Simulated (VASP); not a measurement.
Write the native input for VASP 6.6.1 that does the following.

```
Task                   : single point
Functional             : PBE
Potentials or basis    : VASP PAW PBE potentials, release 64 (Mg, S)
Cutoff                 : 520 eV
k mesh                 : 12 × 12 × 8
Occupations            : gaussian, width 0.1 eV
Spin                   : no spin polarisation
Dipole correction      : no
Further INCAR settings : ALGO = Normal; EDIFF = 1e-07; NBANDS = 25
```

The structure of MgS5 lies in POSCAR:

```
MgS5
1.0
    5.3386883240      0.0000000000      0.0000000000
   -2.6693441620      4.6234397115      0.0000000000
    0.0000000000      0.0000000000      4.9304748231
Mg S
1 5
Direct
    0.0000000000      0.0000000000      0.5000000000
    0.6666666667      0.3333333333      0.6968599203
    0.0000000000      0.0000000000      0.0000000000
    0.6666666667      0.3333333333      0.3031400797
    0.3333333333      0.6666666667      0.3031400797
    0.3333333333      0.6666666667      0.6968599203
```

The cell was generated, and may not be a known phase.

The input as run:

INCAR

```
  ALGO = Normal
  EDIFF = 1E-7
  ENCUT = 520
  GGA = PE
  ISIF = 2
  ISMEAR = 0
  LASPH = True
  LCHARG = True
  LELF = True
  LREAL = False
  LVHAR = True
  LWAVE = False
  NBANDS = 25
  NELM = 100
  PREC = Accurate
  SIGMA = 0.1
```

KPOINTS

```
k-points
0
Gamma
  12 12 8
```

Potentials or basis: VASP PAW PBE potentials, release 64 (Mg, S).

Command:

```bash
$ cat potpaw_PBE.64/Mg/POTCAR potpaw_PBE.64/S/POTCAR > POTCAR
$ mpirun -np 1 vasp_std > vasp.out
```

Results of the run:

```yaml
Pressure: -0.5 GPa
Largest_force: 0.217 eV/Å
Band_gap_on_the_k_mesh: zero (bands 16 and 17 overlap by 0.80 eV)
```

Caveat: semilocal functionals underestimate gaps, and a narrow one can read as zero.

Run time: 8.2 min on 1 thread of Intel Xeon 8259CL, with other jobs on the host, peak memory 0.4 GiB.
